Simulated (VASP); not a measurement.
**TiMoSe4: single point with PBE**

Crystal: TiMoSe4.

```
Ti Mo Se
1.0
     7.41498    0.00000    0.00000
     0.00000    7.41498    0.00000
     0.00000    0.00000    2.89325
Ti Mo Se
1 1 4
Direct
  0.00000 0.00000 0.50000
  0.50000 0.50000 0.50000
  0.79211 0.50000 0.00000
  0.20789 0.50000 0.00000
  0.50000 0.79211 0.00000
  0.50000 0.20789 0.00000
```

The cell was generated, and may not be a known phase.

```
Program             : VASP 6.6.1
Task                : single point
Functional          : PBE
Potentials or basis : VASP PAW PBE potentials, release 64 (Ti_sv, Mo_sv, Se)
Cutoff              : 520 eV
k mesh              : 2 × 2 × 3
Occupations         : gaussian, width 0.15 eV
Spin                : collinear spin
Starting moments    : [1.0, 1.0, 0.0, 0.0, 0.0, 0.0] μB
```

```json
{"Pressure": "0.1 GPa", "Largest force": "0.100 eV/Å", "Net moment": "1.73 μB per cell", "Site moments": "Ti +1.70; Mo -0.40; Se -0.03 μB", "Valence electrons inside the program's atomic spheres": "Ti 10.08; Mo 12.46; Se 3.76"}
```

Forces in eV/Å, atoms in the order of the input:
```
Ti   0.000  0.000  0.000
Mo   0.000  0.000  0.000
Se   0.100  0.000  0.000
Se  -0.100  0.000  0.000
Se   0.000  0.100  0.000
Se   0.000 -0.100  0.000
```

Stress tensor (GPa, compression positive):
```
 0.24  0.00  0.00
 0.00  0.24  0.00
 0.00  0.00 -0.19
```

Levels at points of the mesh, in eV from the Fermi level:
Spin up:
| k point | band 23 | band 24 | band 25 | band 26 | band 27 | band 28 | band 29 | band 30 |
| --- | --- | --- | --- | --- | --- | --- | --- | --- |
| (0.00, 0.00, 0.00) | -0.60 | -0.40 | -0.39 | -0.10 | -0.03 | 0.86 | 0.86 | 1.31 |
| (0.50, 0.00, 0.00) | -0.65 | -0.60 | -0.07 | 0.02 | 0.34 | 0.70 | 0.86 | 0.86 |
| (0.50, 0.50, 0.00) | -0.65 | -0.65 | -0.55 | -0.41 | 0.32 | 0.86 | 0.86 | 1.55 |
Spin down:
| k point | band 20 | band 21 | band 22 | band 23 | band 24 | band 25 | band 26 | band 27 | band 28 | band 29 |
| --- | --- | --- | --- | --- | --- | --- | --- | --- | --- | --- |
| (0.00, 0.00, 0.00) | -1.24 | -1.24 | -0.75 | -0.75 | -0.21 | 0.39 | 0.61 | 1.19 | 1.58 | 1.76 |
| (0.50, 0.00, 0.00) | -1.09 | -1.04 | -0.85 | -0.80 | -0.75 | 0.31 | 1.10 | 1.36 | 1.63 | 1.70 |
| (0.50, 0.50, 0.00) | -1.69 | -1.62 | -1.53 | -0.80 | -0.80 | -0.19 | 1.35 | 1.45 | 1.80 | 1.87 |

Run time: 2.2 min on 1 thread of Intel(R) Xeon(R) Platinum 8488C (Sapphire Rapids) (shared host), peak memory 0.33 GiB.

Caveat: the k points lie up to 0.72 Å⁻¹ apart.
